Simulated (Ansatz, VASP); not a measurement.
**BaZrO3: VASP beside Ansatz**

```xyz
5
Lattice="4.2053 0.0000 0.0000 0.0000 4.2053 0.0000 0.0000 0.0000 4.2053" Properties=species:S:1:pos:R:3 pbc="T T T"
Ba    0.0000    0.0000    0.0000
Zr    2.1026    2.1026    2.1026
O     0.0000    2.1026    2.1026
O     2.1026    0.0000    2.1026
O     2.1026    2.1026    0.0000
```

Alike in both runs: task single point; functional PBE; k mesh 6 × 6 × 6; no spin polarisation.

|  | VASP | Ansatz |
| --- | --- | --- |
| version | VASP 6.6.1 | Ansatz 0.2.0 |
| potentials or method | VASP PAW PBE potentials, release 64 (Ba_sv, Zr_sv, O), cutoff 520 eV | plane waves, PAW |
| occupations | gaussian, width 0.01 eV | fixed |
| valence electrons in the cell | 40 | 40 |

```tsv
	VASP	Ansatz	Ansatz less VASP
pressure (GPa)	3.4	2.4	-1.01
```

Neither program's run includes spin-orbit coupling.
